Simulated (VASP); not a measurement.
A run of VASP 6.6.1 is set up as follows.

INCAR

```
SYSTEM = HgPt
PREC = Accurate
ENCUT = 500
EDIFF = 1E-6
ISMEAR = -1
SIGMA = 0.05
LREAL = .False.
LASPH = .True.
NELM = 120
ALGO = Normal
ISIF = 2
LWAVE = .False.
LCHARG = .False.
GGA = CA
NBANDS = 18
GGA_COMPAT = .False.
```

Contents of KPOINTS:

```
regular mesh
0
Gamma
  12 12 9
  0 0 0
```

The input POSCAR:

```
HgPt
1.0
    3.0236610000      0.0000000000      0.0000000000
    0.0000000000      3.0236610000      0.0000000000
    0.0000000000      0.0000000000      3.9876600000
Hg Pt
1 1
Direct
    0.0000000000      0.0000000000      0.0000000000
    0.5000000000      0.5000000000      0.5000000000
```

Potentials or basis: VASP PAW LDA potentials, release 64 (Hg, Pt).

Command:

```sh
$ cat potpaw_LDA.64/Hg/POTCAR potpaw_LDA.64/Pt/POTCAR > POTCAR
$ mpirun -np 1 vasp_std > vasp.out
```

Question: Estimate the band gap on the k mesh.

Answer: Zero (bands 11 and 12 overlap by 3.30 eV).

Question: Predict the pressure.

Answer: -11.8 GPa.

Stress tensor (GPa, compression positive):
```
-11.58   0.00   0.00
  0.00 -11.58   0.00
  0.00   0.00 -12.15
```

Caveat: the cell stands under tension; spin-orbit coupling is left out, which moves the levels of the heavy elements.
